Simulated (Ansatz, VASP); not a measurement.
## One calculation of TiO2, two programs

Contents of INCAR:

```
SYSTEM = TiO2
PREC = Accurate
ENCUT = 520
EDIFF = 1E-6
ISMEAR = -1
SIGMA = 0.05
LREAL = .False.
LASPH = .True.
NELM = 100
ALGO = Normal
ISIF = 2
LWAVE = .False.
LCHARG = .False.
GGA = PE
NBANDS = 33
```

File KPOINTS:

```
Automatic mesh
0
Gamma
  6 6 5
  0 0 0
```

Contents of POSCAR:

```
TiO2
1.0
    2.7060340000     -2.7066550000      0.0000000000
    2.7060340000      2.7066550000      0.0000000000
   -2.6335310000      0.0000000000      4.7007042600
Ti O
2 4
Direct
    0.8658900000      0.1341100000      0.7500000000
    0.1341100000      0.8658900000      0.2500000000
    0.0887550000      0.3312210000      0.1671490000
    0.9112450000      0.6687790000      0.8328510000
    0.6687790000      0.9112450000      0.3328510000
    0.3312210000      0.0887550000      0.6671490000
```

Contents of input.yaml:

```yaml
crystal:
  lattice:
    - [2.706034, -2.706655, 0.0]
    - [2.706034, 2.706655, 0.0]
    - [-2.633531, 0.0, 4.70070426]
  atoms:
    - { symbol: Ti, position: [0.86589, 0.13411, 0.75] }
    - { symbol: Ti, position: [0.13411, 0.86589, 0.25] }
    - { symbol: O, position: [0.088755, 0.331221, 0.167149] }
    - { symbol: O, position: [0.911245, 0.668779, 0.832851] }
    - { symbol: O, position: [0.668779, 0.911245, 0.332851] }
    - { symbol: O, position: [0.331221, 0.088755, 0.667149] }
hamiltonian:
  xc: pbe
  pseudopotentials: { kind: paw }
kpoints:
  mp_grid: { grid: [6, 6, 5] }
scf:
  occupations: { method: fermi_dirac, width: 0.05 }
output:
  forces: true
  stress: true
  eigenvalues: true
  write_density: true
  write_potential: true
  elf: true
  volumetric_format: npy
```

Alike in both runs: task single point; functional PBE; k mesh 6 × 6 × 5; occupations fermi-dirac, width 0.05 eV; no spin polarisation.

|  | VASP | Ansatz |
| --- | --- | --- |
| version | VASP 6.6.1 | Ansatz 0.2.0 |
| potentials or method | VASP PAW PBE potentials, release 64 (Ti_sv, O) | Ansatz PAW |
| plane-wave cutoff (eV) | 520 | 420 |
| valence electrons in the cell | 48 | 48 |

|  | VASP | Ansatz | Ansatz less VASP |
| --- | --- | --- | --- |
| gap on the k mesh at the Fermi level (eV) | 2.08 | 2.11 | +0.025 |
| least direct gap on the mesh (eV) | 2.40 | 2.43 | +0.023 |
| pressure (GPa) | 3.5 | 2.8 | -0.70 |
| traceless stress, the component that is largest in VASP (GPa) | 4.01 | 3.87 | -0.138 |
| rms of the force components (eV/Å) | 0.130 | 0.116 | -0.0139 |

Atom by atom the forces differ by 0.015 eV/Å (rms over components). The functional is the same, so the differences come from potentials, cutoffs and numerics.

Noted on Ansatz's run: odd divisions of the mesh miss points on the zone boundary, where band edges often lie, so the gap on the mesh can be too wide.
